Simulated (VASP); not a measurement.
A run of VASP 6.6.1 is set up as follows.

File INCAR:

```
SYSTEM = ErAlF2
ALGO = Normal ; EDIFF = 1E-6
ENCUT = 600 ; GGA = PE
GGA_COMPAT = .FALSE. ; ISIF = 2
ISMEAR = 0 ; LASPH = .TRUE.
LCHARG = .FALSE. ; LMAXMIX = 6
LREAL = .FALSE. ; LWAVE = .FALSE.
NBANDS = 21 ; NELM = 200
PREC = Accurate ; SIGMA = 0.1
```

The input KPOINTS:

```
k-points
0
G
  6 6 2
  0 0 0
```

POSCAR

```
ErAlF2
1.0
    2.9028368109      0.0000000000      0.0000000000
    0.0000000000      2.9028368109      0.0000000000
    0.0000000000      0.0000000000      9.6636318792
Er Al F
1 1 2
Direct
    0.5000000000      0.5000000000      0.0000000000
    0.0000000000      0.0000000000      0.5000000000
    0.0000000000      0.0000000000      0.1237327175
    0.0000000000      0.0000000000      0.8762672825
```

Potentials or basis: VASP PAW PBE potentials, release 64 (Er_3, Al, F), 4f in core.

Run with:

```bash
$ cat potpaw_PBE.64/Er_3/POTCAR potpaw_PBE.64/Al/POTCAR potpaw_PBE.64/F/POTCAR > POTCAR
$ mpirun -np 1 vasp_std > vasp.out
```

(1) Predict the band gap on the k mesh.

(2) Predict the pressure.

(3) What does it give for the largest force?

Answers

(1) zero (bands 13 and 14 overlap by 2.95 eV).

(2) 0.4 GPa.

(3) 0.043 eV/Å.

Caveat: the k points lie up to 0.36 Å⁻¹ apart, too coarse for converged energies and pressures of a metal; spin-orbit coupling is left out, which moves the levels of the heavy elements; the 4f electrons are frozen in the core, so they carry no moment and show no levels; the run has no spin polarisation, though such a crystal can be magnetic.
